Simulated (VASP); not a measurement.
# AgCl (P4/mmm) in VASP: single point with PBE

Aim: the single point of AgCl with PBE.

Program: VASP 6.6.1. These are calculated values, not measurements. Logs are shortened: lines on timing, memory, paths and dates and some standing lists are left out, and cuts for length are marked.

## (1) The cell of the first run

Symmetry: P4/mmm, No. 123, tetragonal system. Conventional cell: a = 3.396 Å, b = 3.396 Å, c = 3.464 Å, α = 90.00°, β = 90.00°, γ = 90.00°. Ag (site symmetry 4/mmm) has 8 Cl at 2.96 Å and 6 Ag at 3.40 to 3.46 Å within 3.9 Å. Within 3.9 Å of Cl (site symmetry 4/mmm) lie 8 Ag at 2.96 Å and 6 Cl at 3.40 to 3.46 Å.

## (2) Single point, PBE (uniaxial x strain +2.0%)

INCAR

```
PREC = Accurate
ENCUT = 630
EDIFF = 1E-6
ISMEAR = -1
SIGMA = 0.02
LREAL = F
LASPH = T
NELM = 120
ALGO = Normal
ISIF = 2
LWAVE = F
LCHARG = T
GGA = PE
LELF = T
LVHAR = T
NBANDS = 20
GGA_COMPAT = F
```

KPOINTS

```
regular mesh
0
Gamma
  8 8 8
```

POSCAR

```
AgCl
1.0
    3.4641789166      0.0000000000      0.0000000000
    0.0000000000      3.3955880382      0.0000000000
    0.0000000000      0.0000000000      3.3955880382
Ag Cl
1 1
Direct
    0.0000000000      0.0000000000      0.0000000000
    0.5000000000      0.5000000000      0.5000000000
```

Potentials or basis: VASP PAW PBE potentials, release 64 (Ag_sv_GW, Cl).

Started as:

```
> cat potpaw_PBE.64/Ag_sv_GW/POTCAR potpaw_PBE.64/Cl/POTCAR > POTCAR
> mpirun -np 1 vasp_std > vasp.out
```

OUTCAR:

```text
PREC = Accurate
   ENCUT = 630
   EDIFF = 1E-6
   ISMEAR = -1
   LREAL = F
   LASPH = T
   NELM = 120
   ISIF = 2
   GGA = PE

 ion  position               nearest neighbor table
   1  0.000  0.000  0.000-
   2  0.500  0.500  0.500-

  LATTYP: Found a simple tetragonal cell.
 ALAT       =     3.3955880382
 C/A-ratio  =     1.0202000000

  Lattice vectors:

 A1 = (   0.0000000000,   3.3955880382,   0.0000000000)
 A2 = (   0.0000000000,   0.0000000000,   3.3955880382)
 A3 = (   3.4641789166,   0.0000000000,   0.0000000000)

Analysis of symmetry for initial positions (statically):
=====================================================================
 Subroutine PRICEL returns:
 Original cell was already a primitive cell.

 Routine SETGRP: Setting up the symmetry group for a
 simple tetragonal supercell.

 Subroutine GETGRP returns: Found 16 space group operations
 (whereof 16 operations were pure point group operations)
 out of a pool of 16 trial point group operations.

The static configuration has the point symmetry D_4h.

Analysis of symmetry for dynamics (positions and initial velocities):
=====================================================================
 Subroutine PRICEL returns:
 Original cell was already a primitive cell.

 Routine SETGRP: Setting up the symmetry group for a
 simple tetragonal supercell.

 Subroutine GETGRP returns: Found 16 space group operations
 (whereof 16 operations were pure point group operations)
 out of a pool of 16 trial point group operations.

The dynamic configuration has the point symmetry D_4h.

 Subroutine INISYM returns: Found 16 space group operations
 (whereof 16 operations are pure point group operations),
 and found     1 'primitive' translations

----------------------------------------------------------------------------------------

                                     Primitive cell

  volume of cell :      39.9420

  direct lattice vectors                    reciprocal lattice vectors
     3.464178917  0.000000000  0.000000000     0.288668693  0.000000000  0.000000000
     0.000000000  3.395588038  0.000000000     0.000000000  0.294499801  0.000000000
     0.000000000  0.000000000  3.395588038     0.000000000  0.000000000  0.294499801

  length of vectors
     3.464178917  3.395588038  3.395588038     0.288668693  0.294499801  0.294499801

  position of ions in fractional coordinates (direct lattice)
     0.000000000  0.000000000  0.000000000
     0.500000000  0.500000000  0.500000000

  ion indices of the primitive-cell ions
   primitive index   ion index
                 1           1
                 2           2

----------------------------------------------------------------------------------------

 KPOINTS: regular mesh

Automatic generation of k-mesh.
 Grid dimensions read from file:
 generate k-points for:    8    8    8

 Generating k-lattice:

  Cartesian coordinates                     Fractional coordinates (reciprocal lattice)
     0.036083587  0.000000000  0.000000000     0.125000000  0.000000000  0.000000000
     0.000000000  0.036812475  0.000000000     0.000000000  0.125000000  0.000000000
     0.000000000  0.000000000  0.036812475     0.000000000  0.000000000  0.125000000

  Length of vectors
     0.036083587  0.036812475  0.036812475

  Shift w.r.t. Gamma in fractional coordinates (k-lattice)
     0.000000000  0.000000000  0.000000000

 Subroutine IBZKPT returns following result:
 ===========================================

 Found     75 irreducible k-points:

 Following reciprocal coordinates:
            Coordinates               Weight
  0.000000  0.000000  0.000000      1.000000
  0.125000  0.000000  0.000000      2.000000
  0.250000  0.000000  0.000000      2.000000
  0.375000  0.000000  0.000000      2.000000
  0.500000  0.000000  0.000000      1.000000
  0.000000  0.125000  0.000000      4.000000
[... 16 lines left out ...]
  0.250000  0.500000  0.000000      4.000000
  0.375000  0.500000  0.000000      4.000000
 [... further k-points ...]
   k-points           NKPTS =     75   k-points in BZ     NKDIM =     75   number of bands    NBANDS=     20
   number of dos      NEDOS =    301   number of ions     NIONS =      2
   total plane-waves  NPLWV =  21952
   dimension x,y,z NGX =    28 NGY =   28 NGZ =   28
   dimension x,y,z NGXF=    56 NGYF=   56 NGZF=   56
   ions per type =               1   1
   NGX,Y,Z   is equivalent  to a cutoff of  13.44, 13.71, 13.71 a.u.
   NGXF,Y,Z  is equivalent  to a cutoff of  26.87, 27.42, 27.42 a.u.
 SYSTEM =  unknown system
   PREC   = accura    normal or accurate (medium, high low for compatibility)
   ISTART =      0    job   : 0-new  1-cont  2-samecut
   ICHARG =      2    charge: 1-file 2-atom 10-const
   ISPIN  =      1    spin polarized calculation?
   LNONCOLLINEAR =      F non collinear calculations
   LSORBIT =      F    spin-orbit coupling
   LASPH  =      T    aspherical Exc in radial PAW
   ENCUT  =  630.0 eV  46.30 Ry    6.80 a.u.   7.09  6.95  6.95*2*pi/ulx,y,z
   NELM   =    120;   NELMIN=  2; NELMDL= -5     # of ELM steps
   EDIFF  = 0.1E-05   stopping-criterion for ELM
   LREAL  =      F    real-space projection
[... 7 lines left out ...]
   TEBEG  =    0.0;   TEEND  =   0.0 temperature during run
   PSTRESS=    0.0 pullay stress
   NELECT =      26.0000    total number of electrons
   NUPDOWN=      -1.0000    fix difference up-down
   EMIN   =  10.00;   EMAX   =-10.00  energy-range for DOS
   EFERMI =   0.00;   METHOD = LEGACY
   ISMEAR =    -1;   SIGMA  =   0.02  broadening in eV -4-tet -1-fermi 0-gaus
   EFERMI_NEDOS =   21; number of points for ismear=-14 and -15
   IALGO  =     38    algorithm
   IMIX   =      4    mixing-type and parameters
     AMIX     =   0.40;   BMIX     =  1.00
     AMIX_MAG =   1.60;   BMIX_MAG =  1.00
  volume/ion in A,a.u.               =      19.97       134.77
  Fermi-wavevector in a.u.,A,eV,Ry     =   1.418804  2.681151 27.388607  2.013006
  Thomas-Fermi vector in A             =   2.539891
   LORBIT       =      0    0 simple, 1 ext, 2 COOP (PROOUT), +10 PAW based schemes
   GGA     = PE    functional components
   LHFCALC =     F    Hartree Fock is set to
   AEXX    =    0.0000 exact exchange contribution
   IVDW    =     0    specifies the selected vdW correction
   LEPSILON=     F    determine dielectric tensor
   LRPA    =     F    only Hartree local field effects (RPA)
 non-spin polarized calculation
  energy-cutoff  :      630.00
  volume of cell :       39.94
 maximum number of plane-waves:      1452
   NGX = 15   NGY = 13   NGZ = 13

 number of electron      26.0000012 magnetization

 Free energy of the ion-electron system (eV)
  ---------------------------------------------------
  ext. energy  EPLUGINS =         0.00000000
  ---------------------------------------------------
  free energy    TOTEN  =        -3.05972552 eV

  energy without entropy =       -3.05972552  energy(sigma->0) =       -3.05972552

 E-fermi :   3.8674     XC(G=0): -10.5867

 val. band max:        3.5754407746   @ k =   0.5000   0.0000   0.0000
 cond. band min:       4.1333661969   @ k =   0.0000   0.0000   0.0000
 fundamental gap:      0.5579254223
 Fermi energy:         3.8674068026

 k-point     1 :       0.0000    0.0000    0.0000
  band No.  band energies     occupation
      1     -86.0700      2.00000
      2     -49.5908      2.00000
      3     -49.5908      2.00000
      4     -49.5848      2.00000
      5     -11.0961      2.00000
      6       0.7686      2.00000
[... 12 lines left out ...]
     19      17.4358      0.00000
     20      19.9174      0.00000

 k-point     2 :       0.1250    0.0000    0.0000
  band No.  band energies     occupation
      1     -86.0700      2.00000
      2     -49.5907      2.00000
      3     -49.5907      2.00000
      4     -49.5860      2.00000
      5     -11.0357      2.00000
      6       0.5285      2.00000
[... 12 lines left out ...]
     19      16.7622      0.00000
     20      20.0631      0.00000

 k-point     3 :       0.2500    0.0000    0.0000
  band No.  band energies     occupation
      1     -86.0699      2.00000
      2     -49.5905      2.00000
      3     -49.5905      2.00000
      4     -49.5891      2.00000
      5     -10.8825      2.00000
      6      -0.4288      2.00000
[... 12 lines left out ...]
     19      17.2142      0.00000
     20      19.9081      0.00000

 k-point     4 :       0.3750    0.0000    0.0000
  band No.  band energies     occupation
      1     -86.0698      2.00000
      2     -49.5921      2.00000
      3     -49.5903      2.00000
      4     -49.5903      2.00000
      5     -10.7178      2.00000
      6      -1.2567      2.00000
[... 12 lines left out ...]
     19      19.1912      0.00000
     20      19.7574      0.00000

 k-point     5 :       0.5000    0.0000    0.0000
  band No.  band energies     occupation
      1     -86.0698      2.00000
      2     -49.5933      2.00000
      3     -49.5902      2.00000
      4     -49.5902      2.00000
      5     -10.6457      2.00000
      6      -1.5663      2.00000
[... 12 lines left out ...]
     19      19.4741      0.00000
     20      19.6952      0.00000
[... 353 lines left out ...]
      6      -1.5452      2.00000
[... 12 lines left out ...]
     19      19.3340      0.00000
     20      19.4800      0.00000

 k-point    22 :       0.1250    0.5000    0.0000
  band No.  band energies     occupation
      1     -86.0696      2.00000
      2     -49.6019      2.00000
      3     -49.5899      2.00000
      4     -49.5852      2.00000
      5     -10.5576      2.00000
      6      -1.3965      2.00000
[... 12 lines left out ...]
     19      19.0203      0.00000
     20      19.8883      0.00000

 k-point    23 :       0.2500    0.5000    0.0000
  band No.  band energies     occupation
      1     -86.0695      2.00000
      2     -49.6017      2.00000
      3     -49.5897      2.00000
      4     -49.5882      2.00000
      5     -10.4627      2.00000
      6      -0.9865      2.00000
[... 12 lines left out ...]
     19      18.2240      0.00000
     20      20.2673      0.00000

 k-point    24 :       0.3750    0.5000    0.0000
  band No.  band energies     occupation
      1     -86.0694      2.00000
      2     -49.6014      2.00000
      3     -49.5911      2.00000
      4     -49.5894      2.00000
      5     -10.3635      2.00000
      6      -0.4481      2.00000
[... 12 lines left out ...]
     19      17.6434      0.00000
     20      20.3544      0.00000

 [... further k-points ...]

------------------------ aborting loop because EDIFF is reached ----------------------------------------

  FORCE on cell =-STRESS in cart. coord.  units (eV):
  Direction    XX          YY          ZZ          XY          YZ          ZX
  --------------------------------------------------------------------------------------
  -------------------------------------------------------------------------------------
  Total       -0.0613213      0.1818119      0.1818119      0.0000000      0.0000000      0.0000000
  in kB       -2.4597526      7.2929374      7.2929374      0.0000000      0.0000000      0.0000000
  external PRESSURE =       4.0420407 kB  Pullay stress =       0.0000000 kB

 VOLUME and BASIS-vectors are now :
 -----------------------------------------------------------------------------
  energy-cutoff  :      630.00
  volume of cell :       39.94
      direct lattice vectors                 reciprocal lattice vectors
     3.464178917  0.000000000  0.000000000     0.288668693  0.000000000  0.000000000
     0.000000000  3.395588038  0.000000000     0.000000000  0.294499801  0.000000000
     0.000000000  0.000000000  3.395588038     0.000000000  0.000000000  0.294499801

 POSITION                                       TOTAL-FORCE (eV/Angst)
 -----------------------------------------------------------------------------------
      0.00000      0.00000      0.00000         0.000000      0.000000      0.000000
      1.73209      1.69779      1.69779         0.000000      0.000000      0.000000
 -----------------------------------------------------------------------------------
    total drift:                               -0.000000      0.000000      0.000000

  FREE ENERGIE OF THE ION-ELECTRON SYSTEM (eV)
  ---------------------------------------------------
  free  energy   TOTEN  =        -3.0597255202 eV

  energy  without entropy=       -3.0597255162  energy(sigma->0) =       -3.05972552
```

Run time: 53 s. Hardware: 1 thread of Intel Xeon Platinum 8259CL at 2.50GHz (Skylake/Cascade Lake), shared host; peak memory 0.23 GiB.

Results:

```
Free energy            : -3.0597 eV
Pressure               : 0.4 GPa
Band gap on the k mesh : 0.56 eV (least direct gap 2.06 eV)
```

Stress tensor (GPa, compression positive):
```
-0.25  0.00  0.00
 0.00  0.73  0.00
 0.00  0.00  0.73
```

Levels at points of the mesh, in eV from the valence-band top:
| k point | band 11 | band 12 | band 13 | band 14 | band 15 | band 16 |
| --- | --- | --- | --- | --- | --- | --- |
| (0.00, 0.00, 0.00) | -1.69 | -1.50 | -1.50 | 0.56 | 9.34 | 9.47 |
| (0.50, 0.00, 0.00) | -1.51 | 0.00 | 0.00 | 4.98 | 5.50 | 9.37 |
| (0.00, 0.50, 0.00) | -1.43 | -0.04 | -0.01 | 4.86 | 5.58 | 9.36 |
| (0.50, 0.50, 0.00) | -2.09 | -1.53 | -0.88 | 2.72 | 8.89 | 9.12 |
| (0.00, 0.50, 0.50) | -2.15 | -1.50 | -1.00 | 2.90 | 8.90 | 8.90 |
| (0.50, 0.50, 0.50) | -0.21 | -0.21 | -0.16 | 4.73 | 4.73 | 4.78 |

Caveat: the cell differs from its parent crystal (uniaxial x strain +2.0%); the structure was generated, so it needn't be the stable form of AgCl; semilocal functionals underestimate gaps, and a narrow one can read as zero.
